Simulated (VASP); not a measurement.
# FeRe (P-6m2) in VASP: a series of runs

FeRe is run at these levels: LDA; tasks: single point.

All numbers are computed with VASP 6.6.1; they aren't measurements. Logs are shortened: lines on timing, memory, paths and dates and some standing lists are left out, and cuts for length are marked.

## (1) The cell of the first run

It takes space group P-6m2 (No. 187, hexagonal). Conventional cell: a = 2.689 Å, b = 2.689 Å, c = 4.140 Å, α = 90.00°, β = 90.00°, γ = 120.00°. Within 3.4 Å of Fe (site symmetry -6m2) lie 6 Re at 2.59 Å and 6 Fe at 2.69 Å. Within 3.4 Å of Re (site symmetry -6m2) lie 6 Fe at 2.59 Å and 6 Re at 2.69 Å.

## (2) Single point, LDA, collinear spin, ferromagnetic start

INCAR reads:

```
ALGO = Normal ; EDIFF = 1E-7
ENCUT = 520 ; ISIF = 2
ISMEAR = -1 ; ISPIN = 2
LASPH = True ; LCHARG = False
LMAXMIX = 4 ; LORBIT = 11
LREAL = False ; LWAVE = False
MAGMOM = 3.5 0 ; NBANDS = 18
NELM = 150 ; PREC = Accurate
SIGMA = 0.1
```

KPOINTS reads:

```
k-points
0
Gamma
  12 12 7
```

POSCAR reads:

```
FeRe
1.0
    2.6887134600      0.0000000000      0.0000000000
   -1.3443567300      2.3284941600      0.0000000000
    0.0000000000      0.0000000000      4.1399290000
Fe Re
1 1
Direct
    0.6666666700      0.3333333300      0.5000000000
    0.3333333300      0.6666666700      0.0000000000
```

Potentials or basis: VASP PAW LDA potentials, release 64 (Fe, Re).

On the command line:

```sh
$ cat potpaw_LDA.64/Fe/POTCAR potpaw_LDA.64/Re/POTCAR > POTCAR
$ mpirun -np 1 vasp_std > vasp.out
```

OUTCAR:

```text
EDIFF = 1E-7
   ENCUT = 520
   ISIF = 2
   ISMEAR = -1
   ISPIN = 2
   LASPH = True
   LORBIT = 11
   LREAL = False
   NELM = 150
   PREC = Accurate

 ion  position               nearest neighbor table
   1  0.667  0.333  0.500-   2 2.59   2 2.59   2 2.59   2 2.59   2 2.59   2 2.59
   2  0.333  0.667  0.000-   1 2.59   1 2.59   1 2.59   1 2.59   1 2.59   1 2.59

  LATTYP: Found a hexagonal cell.
 ALAT       =     2.6887134600
 C/A-ratio  =     1.5397434727

  Lattice vectors:

 A1 = (   2.6887134600,   0.0000000000,   0.0000000000)
 A2 = (  -1.3443567300,   2.3284941600,   0.0000000000)
 A3 = (   0.0000000000,   0.0000000000,   4.1399290000)

Analysis of symmetry for initial positions (statically):
=====================================================================
 Subroutine PRICEL returns:
 Original cell was already a primitive cell.

 Routine SETGRP: Setting up the symmetry group for a
 hexagonal supercell.

 Subroutine GETGRP returns: Found 12 space group operations
 (whereof 12 operations were pure point group operations)
 out of a pool of 24 trial point group operations.

The static configuration has the point symmetry D_3h.

Analysis of symmetry for dynamics (positions and initial velocities):
=====================================================================
 Subroutine PRICEL returns:
 Original cell was already a primitive cell.

 Routine SETGRP: Setting up the symmetry group for a
 hexagonal supercell.

 Subroutine GETGRP returns: Found 12 space group operations
 (whereof 12 operations were pure point group operations)
 out of a pool of 24 trial point group operations.

The dynamic configuration has the point symmetry D_3h.

Analysis of structural, dynamic, and magnetic symmetry:
=====================================================================
 Subroutine PRICEL returns:
 Original cell was already a primitive cell.

 Routine SETGRP: Setting up the symmetry group for a
 hexagonal supercell.

 Subroutine GETGRP returns: Found 12 space group operations
 (whereof 12 operations were pure point group operations)
 out of a pool of 24 trial point group operations.

The overall configuration has the point symmetry D_3h.

 Subroutine INISYM returns: Found 12 space group operations
 (whereof 12 operations are pure point group operations),
 and found     1 'primitive' translations

----------------------------------------------------------------------------------------

                                     Primitive cell

  volume of cell :      25.9187

  direct lattice vectors                    reciprocal lattice vectors
     2.688713460  0.000000000  0.000000000     0.371925092  0.214731052  0.000000000
    -1.344356730  2.328494160  0.000000000     0.000000000  0.429462104  0.000000000
     0.000000000  0.000000000  4.139929000     0.000000000  0.000000000  0.241550036

  length of vectors
     2.688713460  2.688713460  4.139929000     0.429462104  0.429462104  0.241550036

  position of ions in fractional coordinates (direct lattice)
     0.666666670  0.333333330  0.500000000
     0.333333330  0.666666670  0.000000000

  ion indices of the primitive-cell ions
   primitive index   ion index
                 1           1
                 2           2

----------------------------------------------------------------------------------------

 KPOINTS: k-points

Automatic generation of k-mesh.
 Grid dimensions read from file:
 generate k-points for:   12   12    7

 Generating k-lattice:

  Cartesian coordinates                     Fractional coordinates (reciprocal lattice)
     0.030993758  0.017894254  0.000000000     0.083333333  0.000000000  0.000000000
     0.000000000  0.035788509  0.000000000     0.000000000  0.083333333  0.000000000
     0.000000000  0.000000000  0.034507148     0.000000000  0.000000000  0.142857143

  Length of vectors
     0.035788509  0.035788509  0.034507148

  Shift w.r.t. Gamma in fractional coordinates (k-lattice)
     0.000000000  0.000000000  0.000000000

 Subroutine IBZKPT returns following result:
 ===========================================

 Found     76 irreducible k-points:

 Following reciprocal coordinates:
            Coordinates               Weight
  0.000000  0.000000  0.000000      1.000000
  0.083333  0.000000  0.000000      6.000000
  0.166667  0.000000  0.000000      6.000000
  0.250000  0.000000  0.000000      6.000000
  0.333333  0.000000  0.000000      6.000000
  0.416667  0.000000  0.000000      6.000000
[... 16 lines left out ...]
  0.250000  0.000000  0.142857     12.000000
  0.333333  0.000000  0.142857     12.000000
 [... further k-points ...]
   k-points           NKPTS =     76   k-points in BZ     NKDIM =     76   number of bands    NBANDS=     18
   number of dos      NEDOS =    301   number of ions     NIONS =      2
   total plane-waves  NPLWV =  12800
   dimension x,y,z NGX =    20 NGY =   20 NGZ =   32
   dimension x,y,z NGXF=    40 NGYF=   40 NGZF=   64
   ions per type =               1   1
   NGX,Y,Z   is equivalent  to a cutoff of  12.37, 12.37, 12.85 a.u.
   NGXF,Y,Z  is equivalent  to a cutoff of  24.73, 24.73, 25.70 a.u.
 SYSTEM =  unknown system
   PREC   = accura    normal or accurate (medium, high low for compatibility)
   ISTART =      0    job   : 0-new  1-cont  2-samecut
   ICHARG =      2    charge: 1-file 2-atom 10-const
   ISPIN  =      2    spin polarized calculation?
   LNONCOLLINEAR =      F non collinear calculations
   LSORBIT =      F    spin-orbit coupling
   LASPH  =      T    aspherical Exc in radial PAW
   ENCUT  =  520.0 eV  38.22 Ry    6.18 a.u.   5.00  5.00  7.70*2*pi/ulx,y,z
   NELM   =    150;   NELMIN=  2; NELMDL= -5     # of ELM steps
   EDIFF  = 0.1E-06   stopping-criterion for ELM
   LREAL  =      F    real-space projection
   EDIFFG = 0.1E-05   stopping-criterion for IOM
   NSW    =      0    number of steps for IOM
   IBRION =     -1    ionic relax: 0-MD 1-quasi-New 2-CG
   NFREE  =      0    steps in history (QN), initial steepest desc. (CG)
   ISIF   =      2    stress and relaxation
   ISYM   =      2    0-nonsym 1-usesym 2-fastsym
   POTIM  = 0.5000    time-step for ionic-motion
   TEBEG  =    0.0;   TEEND  =   0.0 temperature during run
   PSTRESS=    0.0 pullay stress
   NELECT =      15.0000    total number of electrons
   NUPDOWN=      -1.0000    fix difference up-down
   EMIN   =  10.00;   EMAX   =-10.00  energy-range for DOS
   EFERMI =   0.00;   METHOD = LEGACY
   ISMEAR =    -1;   SIGMA  =   0.10  broadening in eV -4-tet -1-fermi 0-gaus
   EFERMI_NEDOS =   21; number of points for ismear=-14 and -15
   IALGO  =     38    algorithm
   IMIX   =      4    mixing-type and parameters
     AMIX     =   0.40;   BMIX     =  1.00
     AMIX_MAG =   1.60;   BMIX_MAG =  1.00
  volume/ion in A,a.u.               =      12.96        87.45
  Fermi-wavevector in a.u.,A,eV,Ry     =   1.364272  2.578101 25.323693  1.861239
  Thomas-Fermi vector in A             =   2.490603
   LORBIT       =     11    0 simple, 1 ext, 2 COOP (PROOUT), +10 PAW based schemes
   GGA     = CA    functional components
   LHFCALC =     F    Hartree Fock is set to
   AEXX    =    0.0000 exact exchange contribution
   IVDW    =     0    specifies the selected vdW correction
   LEPSILON=     F    determine dielectric tensor
   LRPA    =     F    only Hartree local field effects (RPA)
 spin polarized calculation
  energy-cutoff  :      520.00
  volume of cell :       25.92
 maximum number of plane-waves:       711
 NGX is ok and might be reduce to    20
   NGX =  9   NGY =  9   NGZ = 15

 number of electron      14.9999995 magnetization       0.0004738

 Free energy of the ion-electron system (eV)
  ---------------------------------------------------
  ext. energy  EPLUGINS =         0.00000000
  ---------------------------------------------------
  free energy    TOTEN  =       -22.99089687 eV

  energy without entropy =      -22.92238553  energy(sigma->0) =      -22.95664120

 E-fermi :   6.9628     XC(G=0): -13.6903

 val. band max:        6.9569969365   @ k =   0.2500   0.0833   0.0000
 cond. band min:       6.9714088321   @ k =   0.4167   0.1667   0.4286
 fundamental gap:      0.0144118956
 Fermi energy:         6.9628493917

 spin component 1

 k-point     1 :       0.0000    0.0000    0.0000
  band No.  band energies     occupation
      1      -2.3319      1.00000
      2       1.2828      1.00000
      3       5.3633      1.00000
      4       5.3633      1.00000
      5       5.8224      0.99999
      6       6.0989      0.99982
[... 10 lines left out ...]
     17      28.9275      0.00000
     18      28.9275      0.00000

 k-point     2 :       0.0833    0.0000    0.0000
  band No.  band energies     occupation
      1      -2.0477      1.00000
      2       1.4861      1.00000
      3       4.9625      1.00000
      4       5.5926      1.00000
      5       5.9974      0.99994
      6       6.0607      0.99988
[... 10 lines left out ...]
     17      27.8620      0.00000
     18      29.1697      0.00000

 k-point     3 :       0.1667    0.0000    0.0000
  band No.  band energies     occupation
      1      -1.2635      1.00000
      2       1.9963      1.00000
      3       4.3472      1.00000
      4       5.1418      1.00000
      5       5.8129      0.99999
      6       5.8939      0.99998
[... 10 lines left out ...]
     17      26.6127      0.00000
     18      28.8624      0.00000

 k-point     4 :       0.2500    0.0000    0.0000
  band No.  band energies     occupation
      1      -0.2006      1.00000
      2       2.3430      1.00000
      3       3.9821      1.00000
      4       4.1641      1.00000
      5       5.5769      1.00000
      6       5.6901      1.00000
[... 375 lines left out ...]
      4       4.8556      1.00000
      5       5.6761      1.00000
      6       5.6961      1.00000
[... 10 lines left out ...]
     17      26.1267      0.00000
     18      28.6361      0.00000

 k-point    23 :       0.2500    0.0000    0.1429
  band No.  band energies     occupation
      1      -0.0428      1.00000
      2       2.4146      1.00000
      3       3.8085      1.00000
      4       4.2282      1.00000
      5       5.4934      1.00000
      6       5.6159      1.00000
[... 10 lines left out ...]
     17      26.5404      0.00000
     18      28.9381      0.00000

 k-point    24 :       0.3333    0.0000    0.1429
  band No.  band energies     occupation
      1       0.7220      1.00000
      2       2.3490      1.00000
      3       3.1255      1.00000
      4       4.5226      1.00000
      5       5.3943      1.00000
      6       5.6501      1.00000
[... 10 lines left out ...]
     17      25.7107      0.00000
     18      28.6077      0.00000

 [... further k-points ...]

 spin component 2

 k-point     1 :       0.0000    0.0000    0.0000
  band No.  band energies     occupation
      1      -2.3319      1.00000
      2       1.2829      1.00000
      3       5.3634      1.00000
      4       5.3634      1.00000
      5       5.8228      0.99999
      6       6.0992      0.99982
[... 10 lines left out ...]
     17      28.9276      0.00000
     18      28.9276      0.00000

 k-point     2 :       0.0833    0.0000    0.0000
  band No.  band energies     occupation
      1      -2.0477      1.00000
      2       1.4861      1.00000
      3       4.9626      1.00000
      4       5.5928      1.00000
      5       5.9978      0.99994
      6       6.0610      0.99988
[... 10 lines left out ...]
     17      27.8620      0.00000
     18      29.2161      0.00000

 k-point     3 :       0.1667    0.0000    0.0000
  band No.  band energies     occupation
      1      -1.2635      1.00000
      2       1.9963      1.00000
      3       4.3473      1.00000
      4       5.1419      1.00000
      5       5.8133      0.99999
      6       5.8943      0.99998
[... 10 lines left out ...]
     17      26.6127      0.00000
     18      28.8622      0.00000

 k-point     4 :       0.2500    0.0000    0.0000
  band No.  band energies     occupation
      1      -0.2006      1.00000
      2       2.3430      1.00000
      3       3.9821      1.00000
      4       4.1641      1.00000
      5       5.5772      1.00000
      6       5.6905      1.00000
[... 375 lines left out ...]
      4       4.8557      1.00000
      5       5.6765      1.00000
      6       5.6964      1.00000
[... 10 lines left out ...]
     17      26.1268      0.00000
     18      28.6361      0.00000

 k-point    23 :       0.2500    0.0000    0.1429
  band No.  band energies     occupation
      1      -0.0427      1.00000
      2       2.4147      1.00000
      3       3.8086      1.00000
      4       4.2283      1.00000
      5       5.4937      1.00000
      6       5.6162      1.00000
[... 10 lines left out ...]
     17      26.5404      0.00000
     18      28.9380      0.00000

 k-point    24 :       0.3333    0.0000    0.1429
  band No.  band energies     occupation
      1       0.7220      1.00000
      2       2.3491      1.00000
      3       3.1256      1.00000
      4       4.5229      1.00000
      5       5.3946      1.00000
      6       5.6504      1.00000
[... 10 lines left out ...]
     17      25.7107      0.00000
     18      28.6077      0.00000

 [... further k-points ...]
[... 5 lines left out ...]
  --------------------------------------------------------------------------------------
  -------------------------------------------------------------------------------------
  Total       -3.1168922     -3.1168922     -2.8833762      0.0000000     -0.0000000      0.0000000
  in kB     -192.6725258   -192.6725259   -178.2375980      0.0000000     -0.0000000      0.0000000
  external PRESSURE =    -187.8608832 kB  Pullay stress =       0.0000000 kB

 VOLUME and BASIS-vectors are now :
 -----------------------------------------------------------------------------
  energy-cutoff  :      520.00
  volume of cell :       25.92
      direct lattice vectors                 reciprocal lattice vectors
     2.688713460  0.000000000  0.000000000     0.371925092  0.214731052  0.000000000
    -1.344356730  2.328494160  0.000000000     0.000000000  0.429462104  0.000000000
     0.000000000  0.000000000  4.139929000     0.000000000  0.000000000  0.241550036

 POSITION                                       TOTAL-FORCE (eV/Angst)
 -----------------------------------------------------------------------------------
      1.34436      0.77616      2.06996        -0.000000      0.000000      0.000000
     -0.00000      1.55233      0.00000         0.000000     -0.000000      0.000000
 -----------------------------------------------------------------------------------
    total drift:                               -0.000000      0.000000      0.000000

  FREE ENERGIE OF THE ION-ELECTRON SYSTEM (eV)
  ---------------------------------------------------
  free  energy   TOTEN  =       -22.9908968743 eV

  energy  without entropy=      -22.9223855334  energy(sigma->0) =      -22.95664120

 total charge

# of ion       s       p       d       tot
------------------------------------------
    1        0.472   0.558   6.323   7.353
    2        0.657   0.666   4.878   6.201
--------------------------------------------------
tot          1.129   1.224  11.201  13.554

 magnetization (x)

# of ion       s       p       d       tot
------------------------------------------
    1       -0.000  -0.000   0.000   0.000
    2       -0.000  -0.000  -0.000  -0.000
--------------------------------------------------
tot         -0.000  -0.000   0.000   0.000
```

Run time: 69 s. Hardware: 1 thread of Intel Xeon Platinum 8259CL at 2.50GHz (Skylake/Cascade Lake), shared host; peak memory 0.18 GiB.

What came out:

```
Free energy                                           : -22.9909 eV
Pressure                                              : -18.8 GPa
Net moment                                            : 0.00 μB per cell
Valence electrons inside the program's atomic spheres : Fe 7.35; Re 6.20
```

Stress tensor (GPa, compression positive):
```
-19.27   0.00   0.00
  0.00 -19.27   0.00
  0.00   0.00 -17.82
```

Caveat: the cell stands under tension; the moments typed at the start vanished in this run; spin-orbit coupling is left out, which moves the levels of the heavy elements.

## (3) Single point, LDA, collinear spin, ferromagnetic start

INCAR reads:

```
SYSTEM = FeRe
PREC = Accurate ; ENCUT = 520
EDIFF = 1E-6 ; ISMEAR = -1
SIGMA = 0.1 ; LREAL = .FALSE.
LASPH = .TRUE. ; NELM = 150
ALGO = Normal ; ISIF = 2
LWAVE = .FALSE. ; LCHARG = .TRUE.
ISPIN = 2 ; MAGMOM = 3.5 0
LORBIT = 11 ; LMAXMIX = 4
GGA = CA ; LELF = .TRUE.
LVHAR = .TRUE. ; NBANDS = 18
```

KPOINTS reads:

```
regular mesh
0
G
  12 12 7
  0 0 0
```

POSCAR is that of step 2.

Potentials or basis: VASP PAW LDA potentials, release 64 (Fe, Re).

On the command line:

```sh
$ cat potpaw_LDA.64/Fe/POTCAR potpaw_LDA.64/Re/POTCAR > POTCAR
$ mpirun -np 1 vasp_std > vasp.out
```

Wall time 67 s (1 thread of Intel Xeon Platinum 8259CL at 2.50GHz (Skylake/Cascade Lake), shared host); peak memory 0.18 GiB.

The run converged. Its results:

| Property | Result |
| --- | --- |
| Free energy | -22.9909 eV |
| Pressure | -18.8 GPa |
| Net moment | 0.00 μB per cell |
| Valence electrons inside the program's atomic spheres | Fe 7.35; Re 6.20 |

Stress tensor (GPa, compression positive):
```
-19.25   0.00   0.00
  0.00 -19.25   0.00
  0.00   0.00 -17.81
```

Levels at points of the mesh, in eV from the Fermi level:
Spin up:
```csv
k point,band 5,band 6,band 7,band 8,band 9,band 10,band 11,band 12
"(0.00, 0.00, 0.00)",-1.14,-0.86,-0.86,-0.72,-0.72,1.06,2.52,2.52
"(0.50, 0.00, 0.00)",-1.84,-1.13,-0.66,0.59,2.66,2.94,4.62,7.30
```
Spin down:
| k point | band 4 | band 5 | band 6 | band 7 | band 8 | band 9 | band 10 | band 11 | band 12 | band 13 |
| --- | --- | --- | --- | --- | --- | --- | --- | --- | --- | --- |
| (0.00, 0.00, 0.00) | -1.60 | -1.14 | -0.86 | -0.86 | -0.72 | -0.72 | 1.06 | 2.52 | 2.52 | 9.96 |
| (0.50, 0.00, 0.00) | -1.95 | -1.84 | -1.13 | -0.66 | 0.59 | 2.66 | 2.94 | 4.62 | 7.30 | 10.37 |

Caveat: the cell stands under tension; the moments typed at the start vanished in this run; spin-orbit coupling is left out, which moves the levels of the heavy elements.
